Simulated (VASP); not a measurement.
**Bi: single point with PBEsol**

Bi:

```
Bi
1.0
     3.47008    0.00000    0.00000
    -1.73504    3.00517    0.00000
     0.00000    0.00000    5.75275
Bi
2
Cartesian
  0.0000 2.0034 1.4382
  1.7350 1.0017 4.3146
```

This isn't the form of Bi at room conditions, which is rhombohedral.

```json
{"Program": "VASP 6.6.1", "Task": "single point", "Functional": "PBEsol", "Potentials or basis": "VASP PAW PBE potentials, release 64 (Bi_d)", "Cutoff": "520 eV", "k mesh": "12 × 12 × 8", "Occupations": "gaussian, width 0.1 eV", "Spin": "no spin polarisation", "Dipole correction": "no", "Further INCAR settings": "ALGO = Normal; EDIFF = 1e-06; NBANDS = 22"}
```

```json
{"Pressure": "-0.1 GPa", "Band gap on the k mesh": "zero (bands 15 and 16 overlap by 7.37 eV)"}
```

Levels at points of the mesh, in eV from the Fermi level:
| k point | band 13 | band 14 | band 15 | band 16 | band 17 | band 18 |
| --- | --- | --- | --- | --- | --- | --- |
| (0.00, 0.00, 0.00) | -5.61 | 3.60 | 3.60 | 4.99 | 5.19 | 5.19 |
| (0.50, 0.00, 0.00) | -4.70 | -3.27 | -2.11 | 0.10 | 0.41 | 3.45 |
| (0.00, 0.00, 0.50) | -1.31 | -1.31 | 4.35 | 4.35 | 4.35 | 4.35 |
| (0.50, 0.00, 0.50) | -5.12 | -5.12 | 1.44 | 1.44 | 1.61 | 1.61 |

Wall time 98 s on 1 thread of Intel Xeon 8259CL, with other jobs on the host, peak memory 0.25 GiB.

Caveat: the PAW data sets were made with another functional, which shifts forces and pressure a little; spin-orbit coupling is left out, which moves the levels of the heavy elements.
